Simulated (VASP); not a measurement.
Input of a VASP 6.6.1 run:

Contents of INCAR:

```
SYSTEM = SiNi3
PREC = Accurate
ENCUT = 520
EDIFF = 1E-6
ISMEAR = 0
SIGMA = 0.016
LREAL = .FALSE.
LASPH = .TRUE.
NELM = 150
ALGO = Normal
ISIF = 2
LWAVE = .FALSE.
LCHARG = .TRUE.
ISPIN = 2
MAGMOM = 1 1 1 0
LORBIT = 11
LMAXMIX = 4
GGA = PE
LELF = .TRUE.
LVHAR = .TRUE.
NBANDS = 29
```

File KPOINTS:

```
Automatic mesh
0
G
  8 8 8
  0 0 0
```

POSCAR

```
SiNi3
1.0
    3.5420000000      0.0000000000      0.0000000000
    0.0000000000      3.5420000000      0.0000000000
    0.0000000000      0.0000000000      3.5420000000
Ni Si
3 1
Direct
    0.5000000000      0.5000000000      0.0000000000
    0.5000000000      0.0000000000      0.5000000000
    0.0000000000      0.5000000000      0.5000000000
    0.0000000000      0.0000000000      0.0000000000
```

Potentials or basis: VASP PAW PBE potentials, release 64 (Ni, Si).

Command:

```bash
$ cat potpaw_PBE.64/Ni/POTCAR potpaw_PBE.64/Si/POTCAR > POTCAR
$ mpirun -np 1 vasp_std > vasp.out
```

(1) Estimate the net moment.

(2) Predict the pressure.

(3) What does it give for the band gap on the k mesh?

Answers

(1) 0.00 μB per cell.

(2) -6.0 GPa.

(3) zero (filled and empty bands overlap).
